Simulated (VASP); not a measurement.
# BeCd3Te4 (Pmn2_1) in VASP: further runs

The runs below take BeCd3Te4 through single point, with PBE.

Everything below comes from runs of VASP 6.6.1. Logs are shortened: lines on timing, memory, paths and dates and some standing lists are left out, and cuts for length are marked.

**1. The cell of the first run**

Symmetry: Pmn2_1, No. 31, orthorhombic system. Conventional cell: a = 8.978 Å, b = 7.771 Å, c = 7.394 Å, α = 90.00°, β = 90.00°, γ = 90.00°. Within 3.3 Å of Be (site symmetry m) lie 4 Te at 2.46 to 2.48 Å. Within 3.7 Å of Cd (site symmetry 1) lie 4 Te at 2.85 to 2.86 Å. Within 3.8 Å of Cd (site symmetry m) lie 4 Te at 2.85 to 2.89 Å. Within 3.3 Å of Te (site symmetry m) lie 1 Be at 2.46 Å and 3 Cd at 2.85 to 2.87 Å. Within 3.3 Å of Te (site symmetry m) lie 1 Be at 2.47 Å and 3 Cd at 2.85 Å. Within 3.3 Å of Te (site symmetry 1) lie 1 Be at 2.48 Å and 3 Cd at 2.86 to 2.89 Å.

**2. Single point, PBE**

Contents of INCAR:

```
  PREC = Accurate
  ENCUT = 520
  EDIFF = 1E-6
  ISMEAR = 0
  SIGMA = 0.1
  LREAL = Auto
  LASPH = True
  NELM = 60
  ALGO = Normal
  ISIF = 2
  LWAVE = False
  LCHARG = False
  GGA = PE
  NBANDS = 76
```

Contents of KPOINTS:

```
regular mesh
0
Gamma
  2 2 2
```

Contents of POSCAR:

```
BeCd3Te4
1.0
    0.0000000000      0.0000000000     -7.3941967735
    0.0000000000     -7.7711169627      0.0000000000
   -8.9781203457      0.0000000000      0.0000000000
Be Cd Te
2 6 8
Direct
    0.5028431653      0.8286163885      0.5000000000
    0.0028431653      0.1713836115      0.0000000000
    0.9985572062      0.6707775792      0.2478605022
    0.9985572062      0.6707775792      0.7521394978
    0.5013949141      0.8464382269      0.0000000000
    0.4985572062      0.3292224208      0.7478605022
    0.4985572062      0.3292224208      0.2521394978
    0.0013949141      0.1535617731      0.5000000000
    0.1145213906      0.8727115754      0.0000000000
    0.1684709331      0.8227765119      0.5000000000
    0.6128275923      0.6803481590      0.7266089971
    0.6128275923      0.6803481590      0.2733910029
    0.6145213906      0.1272884246      0.5000000000
    0.6684709331      0.1772234881      0.0000000000
    0.1128275923      0.3196518410      0.2266089971
    0.1128275923      0.3196518410      0.7733910029
```

Potentials or basis: VASP PAW PBE potentials, release 64 (Be, Cd, Te).

Started as:

```
$ cat potpaw_PBE.64/Be/POTCAR potpaw_PBE.64/Cd/POTCAR potpaw_PBE.64/Te/POTCAR > POTCAR
$ mpirun -np 1 vasp_std > vasp.out
```

OUTCAR:

```text
PREC = Accurate
   ENCUT = 520
   EDIFF = 1E-6
   ISMEAR = 0
   LREAL = Auto
   LASPH = True
   NELM = 60
   ISIF = 2
   GGA = PE

 ion  position               nearest neighbor table
   1  0.503  0.829  0.500-  13 2.46  10 2.47  12 2.48  11 2.48
   2  0.003  0.171  0.000-   9 2.46  14 2.47  15 2.48  16 2.48
   3  0.999  0.671  0.248-  10 2.85   9 2.85  12 2.86  15 2.86
   4  0.999  0.671  0.752-  10 2.85   9 2.85  11 2.86  16 2.86
   5  0.501  0.846  0.000-  14 2.85   9 2.87  12 2.89  11 2.89
   6  0.499  0.329  0.748-  14 2.85  13 2.85  16 2.86  11 2.86
[... 8 lines left out ...]
  15  0.113  0.320  0.227-   2 2.48   7 2.86   3 2.86   8 2.89
  16  0.113  0.320  0.773-   2 2.48   6 2.86   4 2.86   8 2.89

  LATTYP: Found a simple orthorhombic cell.
 ALAT       =     7.3941967735
 B/A-ratio  =     1.0509751364
 C/A-ratio  =     1.2142117150

  Lattice vectors:

 A1 = (   0.0000000000,   0.0000000000,  -7.3941967735)
 A2 = (   0.0000000000,  -7.7711169627,   0.0000000000)
 A3 = (  -8.9781203457,   0.0000000000,   0.0000000000)

Analysis of symmetry for initial positions (statically):
=====================================================================
 Subroutine PRICEL returns:
 Original cell was already a primitive cell.

 Routine SETGRP: Setting up the symmetry group for a
 simple orthorhombic supercell.

 Subroutine GETGRP returns: Found  4 space group operations
 (whereof  2 operations were pure point group operations)
 out of a pool of  8 trial point group operations.

The static configuration has the point symmetry C_1h.
 The point group associated with its full space group is C_2v.

Analysis of symmetry for dynamics (positions and initial velocities):
=====================================================================
 Subroutine PRICEL returns:
 Original cell was already a primitive cell.

 Routine SETGRP: Setting up the symmetry group for a
 simple orthorhombic supercell.

 Subroutine GETGRP returns: Found  4 space group operations
 (whereof  2 operations were pure point group operations)
 out of a pool of  8 trial point group operations.

The dynamic configuration has the point symmetry C_1h.
 The point group associated with its full space group is C_2v.

 Subroutine INISYM returns: Found  4 space group operations
 (whereof  2 operations are pure point group operations),
 and found     1 'primitive' translations

----------------------------------------------------------------------------------------

                                     Primitive cell

  volume of cell :     515.8933

  direct lattice vectors                    reciprocal lattice vectors
     0.000000000  0.000000000 -7.394196774     0.000000000  0.000000000 -0.135241194
     0.000000000 -7.771116963  0.000000000     0.000000000 -0.128681630  0.000000000
    -8.978120346  0.000000000  0.000000000    -0.111381889  0.000000000  0.000000000

  length of vectors
     7.394196774  7.771116963  8.978120346     0.135241194  0.128681630  0.111381889

  position of ions in fractional coordinates (direct lattice)
     0.502843165  0.828616389  0.500000000
     0.002843165  0.171383611  0.000000000
     0.998557206  0.670777579  0.247860502
     0.998557206  0.670777579  0.752139498
     0.501394914  0.846438227  0.000000000
     0.498557206  0.329222421  0.747860502
[... 8 lines left out ...]
     0.112827592  0.319651841  0.226608997
     0.112827592  0.319651841  0.773391003

  ion indices of the primitive-cell ions
   primitive index   ion index
                 1           1
                 2           2
                 3           3
                 4           4
                 5           5
                 6           6
[... 8 lines left out ...]
                15          15
                16          16

----------------------------------------------------------------------------------------

 KPOINTS: regular mesh

Automatic generation of k-mesh.
 Grid dimensions read from file:
 generate k-points for:    2    2    2

 Generating k-lattice:

  Cartesian coordinates                     Fractional coordinates (reciprocal lattice)
     0.000000000  0.000000000 -0.067620597     0.500000000  0.000000000  0.000000000
     0.000000000 -0.064340815  0.000000000     0.000000000  0.500000000  0.000000000
    -0.055690944  0.000000000  0.000000000     0.000000000  0.000000000  0.500000000

  Length of vectors
     0.067620597  0.064340815  0.055690944

  Shift w.r.t. Gamma in fractional coordinates (k-lattice)
     0.000000000  0.000000000  0.000000000

 Subroutine IBZKPT returns following result:
 ===========================================

 Found      8 irreducible k-points:

 Following reciprocal coordinates:
            Coordinates               Weight
  0.000000  0.000000  0.000000      1.000000
  0.500000  0.000000  0.000000      1.000000
  0.000000  0.500000  0.000000      1.000000
  0.500000  0.500000  0.000000      1.000000
  0.000000  0.000000  0.500000      1.000000
  0.500000  0.000000  0.500000      1.000000
  0.000000  0.500000  0.500000      1.000000
  0.500000  0.500000  0.500000      1.000000
   k-points           NKPTS =      8   k-points in BZ     NKDIM =      8   number of bands    NBANDS=     76
   number of dos      NEDOS =    301   number of ions     NIONS =     16
   total plane-waves  NPLWV = 235200
   dimension x,y,z NGX =    56 NGY =   60 NGZ =   70
   dimension x,y,z NGXF=   112 NGYF=  120 NGZF=  140
   ions per type =               2   6   8
   NGX,Y,Z   is equivalent  to a cutoff of  12.59, 12.84, 12.96 a.u.
   NGXF,Y,Z  is equivalent  to a cutoff of  25.18, 25.67, 25.92 a.u.
 SYSTEM =  unknown system
   PREC   = accura    normal or accurate (medium, high low for compatibility)
   ISTART =      0    job   : 0-new  1-cont  2-samecut
   ICHARG =      2    charge: 1-file 2-atom 10-const
   ISPIN  =      1    spin polarized calculation?
   LNONCOLLINEAR =      F non collinear calculations
   LSORBIT =      F    spin-orbit coupling
   LASPH  =      T    aspherical Exc in radial PAW
   ENCUT  =  520.0 eV  38.22 Ry    6.18 a.u.  13.75 14.45 16.69*2*pi/ulx,y,z
   NELM   =     60;   NELMIN=  2; NELMDL= -5     # of ELM steps
   EDIFF  = 0.1E-05   stopping-criterion for ELM
   LREAL  =      T    real-space projection
   EDIFFG = 0.1E-04   stopping-criterion for IOM
   NSW    =      0    number of steps for IOM
[... 5 lines left out ...]
   TEBEG  =    0.0;   TEEND  =   0.0 temperature during run
   PSTRESS=    0.0 pullay stress
   NELECT =     124.0000    total number of electrons
   NUPDOWN=      -1.0000    fix difference up-down
   EMIN   =  10.00;   EMAX   =-10.00  energy-range for DOS
   EFERMI =   0.00;   METHOD = LEGACY
   ISMEAR =     0;   SIGMA  =   0.10  broadening in eV -4-tet -1-fermi 0-gaus
   EFERMI_NEDOS =   21; number of points for ismear=-14 and -15
   IALGO  =     38    algorithm
   IMIX   =      4    mixing-type and parameters
     AMIX     =   0.40;   BMIX     =  1.00
     AMIX_MAG =   1.60;   BMIX_MAG =  1.00
  volume/ion in A,a.u.               =      32.24       217.59
  Fermi-wavevector in a.u.,A,eV,Ry     =   1.017877  1.923509 14.096646  1.036074
  Thomas-Fermi vector in A             =   2.151303
   LORBIT       =      0    0 simple, 1 ext, 2 COOP (PROOUT), +10 PAW based schemes
   GGA     = PE    functional components
   LHFCALC =     F    Hartree Fock is set to
   AEXX    =    0.0000 exact exchange contribution
   IVDW    =     0    specifies the selected vdW correction
   LEPSILON=     F    determine dielectric tensor
   LRPA    =     F    only Hartree local field effects (RPA)
 non-spin polarized calculation
 Gauss-broadening in eV      SIGMA  =   0.10
  energy-cutoff  :      520.00
  volume of cell :      515.89
 maximum number of plane-waves:     13932
 NGX is ok and might be reduce to    56
   NGX = 27   NGY = 29   NGZ = 33

 number of electron     124.0000014 magnetization

 Free energy of the ion-electron system (eV)
  ---------------------------------------------------
  ext. energy  EPLUGINS =         0.00000000
  ---------------------------------------------------
  free energy    TOTEN  =       -43.67136851 eV

  energy without entropy =      -43.67136851  energy(sigma->0) =      -43.67136851

 E-fermi :   3.0047     XC(G=0):  -8.5367

 val. band max:        2.5548900963   @ k =   0.0000   0.0000   0.0000
 cond. band min:       3.6336539294   @ k =   0.0000   0.0000   0.0000
 fundamental gap:      1.0787638331
 Fermi energy:         3.0046548648

 k-point     1 :       0.0000    0.0000    0.0000
  band No.  band energies     occupation
      1      -8.6743      2.00000
      2      -8.3224      2.00000
      3      -8.0272      2.00000
      4      -8.0249      2.00000
      5      -7.9944      2.00000
      6      -7.9077      2.00000
[... 66 lines left out ...]
     73       6.7046      0.00000
     74       6.7780      0.00000

 k-point     2 :       0.5000    0.0000    0.0000
  band No.  band energies     occupation
      1      -8.4466      2.00000
      2      -8.4466      2.00000
      3      -8.0141      2.00000
      4      -8.0141      2.00000
      5      -7.9497      2.00000
      6      -7.9497      2.00000
[... 66 lines left out ...]
     73       7.0411      0.00000
     74       7.0411      0.00000

 k-point     3 :       0.0000    0.5000    0.0000
  band No.  band energies     occupation
      1      -8.5155      2.00000
      2      -8.4173      2.00000
      3      -8.0995      2.00000
      4      -8.0146      2.00000
      5      -7.9600      2.00000
      6      -7.9396      2.00000
[... 374 lines left out ...]
     73       6.9231      0.00000
     74       6.9231      0.00000

 k-point     8 :       0.5000    0.5000    0.5000
  band No.  band energies     occupation
      1      -8.3348      2.00000
      2      -8.3348      2.00000
      3      -8.0244      2.00000
      4      -8.0244      2.00000
      5      -8.0029      2.00000
      6      -8.0029      2.00000
[... 66 lines left out ...]
     73       6.6553      0.00000
     74       6.6553      0.00000
 [bands above 74 left out]

------------------------ aborting loop because EDIFF is reached ----------------------------------------

  FORCE on cell =-STRESS in cart. coord.  units (eV):
  Direction    XX          YY          ZZ          XY          YZ          ZX
  --------------------------------------------------------------------------------------
  -------------------------------------------------------------------------------------
  Total        0.8638527      0.2049460      0.0367363      0.0000000      0.0000000      0.0000000
  in kB        2.6828129      0.6364879      0.1140896      0.0000000      0.0000000      0.0000000
  external PRESSURE =       1.1444635 kB  Pullay stress =       0.0000000 kB

 VOLUME and BASIS-vectors are now :
 -----------------------------------------------------------------------------
  energy-cutoff  :      520.00
  volume of cell :      515.89
      direct lattice vectors                 reciprocal lattice vectors
     0.000000000  0.000000000 -7.394196774     0.000000000  0.000000000 -0.135241194
     0.000000000 -7.771116963  0.000000000     0.000000000 -0.128681630  0.000000000
    -8.978120346  0.000000000  0.000000000    -0.111381889  0.000000000  0.000000000

 POSITION                                       TOTAL-FORCE (eV/Angst)
 -----------------------------------------------------------------------------------
     -4.48906     -6.43927     -3.71812         0.000000     -0.013927     -0.001951
      0.00000     -1.33184     -0.02102         0.000000      0.013927     -0.001951
     -2.22532     -5.21269     -7.38353         0.004086      0.012134      0.012918
     -6.75280     -5.21269     -7.38353        -0.004086      0.012134      0.012918
      0.00000     -6.57777     -3.70741         0.000000      0.005784      0.007605
     -6.71438     -2.55843     -3.68643         0.004086     -0.012134      0.012918
[... 8 lines left out ...]
     -2.03452     -2.48405     -0.83427        -0.059448     -0.021496      0.004814
     -6.94360     -2.48405     -0.83427         0.059448     -0.021496      0.004814
 -----------------------------------------------------------------------------------
    total drift:                                0.000001     -0.000000     -0.012105

  FREE ENERGIE OF THE ION-ELECTRON SYSTEM (eV)
  ---------------------------------------------------
  free  energy   TOTEN  =       -43.6713685092 eV

  energy  without entropy=      -43.6713685091  energy(sigma->0) =      -43.67136851
```

Run time: 5.7 min. Hardware: 1 thread of Intel Xeon 6975P-C (Granite Rapids), shared host; peak memory 0.61 GiB.

Results:

```
Free energy            : -43.6714 eV
Pressure               : 0.1 GPa
Largest force          : 0.063 eV/Å
Band gap on the k mesh : 1.08 eV
```

Forces in eV/Å, atoms in the order of the input:
```
Be   0.000 -0.014 -0.002
Be   0.000  0.014 -0.002
Cd   0.004  0.012  0.013
Cd  -0.004  0.012  0.013
Cd   0.000  0.006  0.008
Cd   0.004 -0.012  0.013
Cd  -0.004 -0.012  0.013
Cd   0.000 -0.006  0.008
Te   0.000 -0.001 -0.001
Te   0.000 -0.002 -0.040
Te  -0.059  0.021  0.005
Te   0.059  0.021  0.005
Te   0.000  0.001 -0.001
Te   0.000  0.002 -0.040
Te  -0.059 -0.021  0.005
Te   0.059 -0.021  0.005
```

Stress tensor (GPa, compression positive):
```
0.27 0.00 0.00
0.00 0.06 0.00
0.00 0.00 0.01
```

Levels at points of the mesh, in eV from the valence-band top:
```tsv
k point	band 58	band 59	band 60	band 61	band 62	band 63	band 64	band 65	band 66	band 67
(0.00, 0.00, 0.00)	-0.77	-0.49	-0.14	-0.06	0.00	1.08	1.60	2.23	2.55	3.41
(0.50, 0.00, 0.00)	-1.04	-0.45	-0.45	-0.42	-0.42	1.99	1.99	2.22	2.22	2.81
(0.00, 0.50, 0.00)	-0.78	-0.64	-0.61	-0.38	-0.38	2.06	2.23	2.27	2.50	2.55
(0.50, 0.50, 0.00)	-1.17	-1.01	-1.01	-0.73	-0.73	2.03	2.03	2.12	2.12	2.81
(0.00, 0.00, 0.50)	-1.21	-0.53	-0.53	-0.47	-0.47	2.46	2.46	2.90	2.90	3.30
(0.50, 0.00, 0.50)	-1.02	-0.93	-0.93	-0.87	-0.87	2.40	2.40	2.73	2.73	3.29
(0.00, 0.50, 0.50)	-0.96	-0.83	-0.83	-0.77	-0.77	2.49	2.49	2.94	2.94	3.14
(0.50, 0.50, 0.50)	-1.23	-1.13	-1.13	-1.06	-1.06	2.51	2.51	2.73	2.73	2.99
```

Caveat: the k points lie up to 0.42 Å⁻¹ apart; spin-orbit coupling is left out, which moves the levels of the heavy elements.

(Part 1 of 2 ends here.)
